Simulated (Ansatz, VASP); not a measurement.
# Ti: VASP beside Ansatz

```
Ti
1.0
     1.43576    0.82894    4.68203
    -1.43576    0.82894    4.68203
     0.00000   -1.65788    4.68203
Ti
2
Direct
  0.25001 0.25001 0.25001
  0.74999 0.74999 0.74999
```

Alike in both runs: functional PBEsol; k mesh 6 × 6 × 6; occupations gaussian, width 0.1 eV; no spin polarisation.

Ansatz relaxed the structure, and its values are those at the end. VASP's run is a single point on that final structure, the one shown.

|  | VASP | Ansatz |
| --- | --- | --- |
| version | VASP 6.6.1 | Ansatz 0.2.0 |
| potentials or method | VASP PAW PBE potentials, release 64 (Ti_sv), cutoff 520 eV | scalar-relativistic, plane waves, PAW |
| valence electrons in the cell | 24 | 24 |

```tsv
	VASP	Ansatz	Ansatz less VASP
gap on the k mesh at the Fermi level (eV)	none	none	-
pressure (GPa)	-0.2	0.1	+0.28
```

VASP's potentials were made for PBE, not for PBEsol. A gap of «none» marks a metal or a gap that the smearing closes.

The k mesh is coarse, so the values compare programs but aren't converged.
